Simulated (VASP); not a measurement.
# Be4TeAs (P-43m) in VASP: single point with PBE

Aim: the single point of Be4TeAs with PBE.

Program: VASP 6.6.1. These are calculated values, not measurements. Logs are shortened: lines on timing, memory, paths and dates and some standing lists are left out, and cuts for length are marked.

**1. The cell of the first run**

It takes space group P-43m (No. 215, cubic). The conventional cell has a = 5.053 Å, b = 5.053 Å, c = 5.053 Å, α = 90.00°, β = 90.00°, γ = 90.00°. Within 2.9 Å of Be (site symmetry 3m) lie 1 Te at 2.19 Å and 1 As at 2.19 Å. Within 2.9 Å of Te (site symmetry -43m) lie 4 Be at 2.19 Å. As (site symmetry -43m) has 4 Be at 2.19 Å within 2.9 Å.

**2. Single point, PBE**

INCAR reads:

```
ALGO = Normal
EDIFF = 1E-6
ENCUT = 520
GGA = PE
ISIF = 2
ISMEAR = 0
LASPH = True
LCHARG = False
LREAL = False
LWAVE = False
NBANDS = 18
NELM = 100
PREC = Accurate
SIGMA = 0.1
```

KPOINTS reads:

```
k-points
0
Gamma
  4 4 4
```

POSCAR reads:

```
Be4TeAs
1.0
    5.0533139700      0.0000000000      0.0000000000
    0.0000000000      5.0533139700      0.0000000000
    0.0000000000      0.0000000000      5.0533139700
Be Te As
4 1 1
Direct
    0.2500000000      0.2500000000      0.2500000000
    0.7500000000      0.7500000000      0.2500000000
    0.7500000000      0.2500000000      0.7500000000
    0.2500000000      0.7500000000      0.7500000000
    0.0000000000      0.0000000000      0.0000000000
    0.5000000000      0.5000000000      0.5000000000
```

Potentials or basis: VASP PAW PBE potentials, release 64 (Be, Te, As).

On the command line:

```console
$ cat potpaw_PBE.64/Be/POTCAR potpaw_PBE.64/Te/POTCAR potpaw_PBE.64/As/POTCAR > POTCAR
$ mpirun -np 1 vasp_std > vasp.out
```

OUTCAR:

```text
EDIFF = 1E-6
   ENCUT = 520
   GGA = PE
   ISIF = 2
   ISMEAR = 0
   LASPH = True
   LREAL = False
   NELM = 100
   PREC = Accurate

 ion  position               nearest neighbor table
   1  0.250  0.250  0.250-   5 2.19   6 2.19
   2  0.750  0.750  0.250-   5 2.19   6 2.19
   3  0.750  0.250  0.750-   5 2.19   6 2.19
   4  0.250  0.750  0.750-   5 2.19   6 2.19
   5  0.000  0.000  0.000-   1 2.19   2 2.19   3 2.19   4 2.19
   6  0.500  0.500  0.500-   1 2.19   2 2.19   3 2.19   4 2.19

  LATTYP: Found a simple cubic cell.
 ALAT       =     5.0533139700

  Lattice vectors:

 A1 = (   5.0533139700,   0.0000000000,   0.0000000000)
 A2 = (   0.0000000000,   5.0533139700,   0.0000000000)
 A3 = (   0.0000000000,   0.0000000000,   5.0533139700)

Analysis of symmetry for initial positions (statically):
=====================================================================
 Subroutine PRICEL returns:
 Original cell was already a primitive cell.

 Routine SETGRP: Setting up the symmetry group for a
 simple cubic supercell.

 Subroutine GETGRP returns: Found 24 space group operations
 (whereof 24 operations were pure point group operations)
 out of a pool of 48 trial point group operations.

The static configuration has the point symmetry T_d .

Analysis of symmetry for dynamics (positions and initial velocities):
=====================================================================
 Subroutine PRICEL returns:
 Original cell was already a primitive cell.

 Routine SETGRP: Setting up the symmetry group for a
 simple cubic supercell.

 Subroutine GETGRP returns: Found 24 space group operations
 (whereof 24 operations were pure point group operations)
 out of a pool of 48 trial point group operations.

The dynamic configuration has the point symmetry T_d .

 Subroutine INISYM returns: Found 24 space group operations
 (whereof 24 operations are pure point group operations),
 and found     1 'primitive' translations

----------------------------------------------------------------------------------------

                                     Primitive cell

[... 81 lines left out ...]
   ENCUT  =  520.0 eV  38.22 Ry    6.18 a.u.   9.40  9.40  9.40*2*pi/ulx,y,z
   NELM   =    100;   NELMIN=  2; NELMDL= -5     # of ELM steps
   EDIFF  = 0.1E-05   stopping-criterion for ELM
   LREAL  =      F    real-space projection
   EDIFFG = 0.1E-04   stopping-criterion for IOM
   NSW    =      0    number of steps for IOM
   IBRION =     -1    ionic relax: 0-MD 1-quasi-New 2-CG
   NFREE  =      0    steps in history (QN), initial steepest desc. (CG)
   ISIF   =      2    stress and relaxation
   ISYM   =      2    0-nonsym 1-usesym 2-fastsym
   POTIM  = 0.5000    time-step for ionic-motion
   TEBEG  =    0.0;   TEEND  =   0.0 temperature during run
   PSTRESS=    0.0 pullay stress
   NELECT =      19.0000    total number of electrons
   NUPDOWN=      -1.0000    fix difference up-down
   EMIN   =  10.00;   EMAX   =-10.00  energy-range for DOS
   EFERMI =   0.00;   METHOD = LEGACY
   ISMEAR =     0;   SIGMA  =   0.10  broadening in eV -4-tet -1-fermi 0-gaus
   EFERMI_NEDOS =   21; number of points for ismear=-14 and -15
   IALGO  =     38    algorithm
   IMIX   =      4    mixing-type and parameters
     AMIX     =   0.40;   BMIX     =  1.00
     AMIX_MAG =   1.60;   BMIX_MAG =  1.00
  volume/ion in A,a.u.               =      21.51       145.14
  Fermi-wavevector in a.u.,A,eV,Ry     =   0.864470  1.633611 10.167739  0.747308
  Thomas-Fermi vector in A             =   1.982571
   LORBIT       =      0    0 simple, 1 ext, 2 COOP (PROOUT), +10 PAW based schemes
   GGA     = PE    functional components
   LHFCALC =     F    Hartree Fock is set to
   AEXX    =    0.0000 exact exchange contribution
   IVDW    =     0    specifies the selected vdW correction
   LEPSILON=     F    determine dielectric tensor
   LRPA    =     F    only Hartree local field effects (RPA)
 non-spin polarized calculation
 Gauss-broadening in eV      SIGMA  =   0.10
  energy-cutoff  :      520.00
  volume of cell :      129.04
 maximum number of plane-waves:      3514
 NGX is ok and might be reduce to    40
   NGX = 19   NGY = 19   NGZ = 19

 number of electron      19.0000003 magnetization

 Free energy of the ion-electron system (eV)
  ---------------------------------------------------
  ext. energy  EPLUGINS =         0.00000000
  ---------------------------------------------------
  free energy    TOTEN  =       -16.70335956 eV

  energy without entropy =      -16.67710229  energy(sigma->0) =      -16.69023093

 E-fermi :   3.8921     XC(G=0):  -8.3948

 val. band max:        3.8344856767   @ k =   0.2500   0.2500   0.0000
 cond. band min:       3.9399039788   @ k =   0.2500   0.2500   0.0000
 fundamental gap:      0.1054183022
 Fermi energy:         3.8920620131

 k-point     1 :       0.0000    0.0000    0.0000
  band No.  band energies     occupation
      1      -9.9351      2.00000
      2      -7.8530      2.00000
      3      -1.6969      2.00000
      4      -1.6969      2.00000
      5      -1.6969      2.00000
      6       0.3104      2.00000
[... 187 lines left out ...]
      5      -2.2976      2.00000
      6      -0.8289      2.00000
[... 10 lines left out ...]
     17       8.1918      0.00000
     18       8.1919      0.00000

------------------------ aborting loop because EDIFF is reached ----------------------------------------

  FORCE on cell =-STRESS in cart. coord.  units (eV):
  Direction    XX          YY          ZZ          XY          YZ          ZX
  --------------------------------------------------------------------------------------
  -------------------------------------------------------------------------------------
  Total        1.7640513      1.7640513      1.7640513     -0.0000000      0.0000000     -0.0000000
  in kB       21.9024627     21.9024627     21.9024627     -0.0000000      0.0000000     -0.0000000
  external PRESSURE =      21.9024627 kB  Pullay stress =       0.0000000 kB

 VOLUME and BASIS-vectors are now :
 -----------------------------------------------------------------------------
  energy-cutoff  :      520.00
  volume of cell :      129.04
      direct lattice vectors                 reciprocal lattice vectors
     5.053313970  0.000000000  0.000000000     0.197889940  0.000000000  0.000000000
     0.000000000  5.053313970  0.000000000     0.000000000  0.197889940  0.000000000
     0.000000000  0.000000000  5.053313970     0.000000000  0.000000000  0.197889940

 POSITION                                       TOTAL-FORCE (eV/Angst)
 -----------------------------------------------------------------------------------
      1.26333      1.26333      1.26333         1.153296      1.153296      1.153296
      3.78999      3.78999      1.26333        -1.153296     -1.153296      1.153296
      3.78999      1.26333      3.78999        -1.153296      1.153296     -1.153296
      1.26333      3.78999      3.78999         1.153296     -1.153296     -1.153296
      0.00000      0.00000      0.00000        -0.000000      0.000000      0.000000
      2.52666      2.52666      2.52666         0.000000      0.000000     -0.000000
 -----------------------------------------------------------------------------------
    total drift:                                0.000000     -0.000000     -0.000000

  FREE ENERGIE OF THE ION-ELECTRON SYSTEM (eV)
  ---------------------------------------------------
  free  energy   TOTEN  =       -16.7033595622 eV

  energy  without entropy=      -16.6771022910  energy(sigma->0) =      -16.69023093
```

Wall time 25 s (1 thread of Intel Xeon 8259CL, shared host); peak memory 0.25 GiB.

Results:

```yaml
Free_energy: -16.7034 eV
Pressure: 2.2 GPa
Band_gap_on_the_k_mesh: zero (an odd number of electrons rules out a gap without spin polarisation)
```

Caveat: spin-orbit coupling is left out, which moves the levels of the heavy elements.
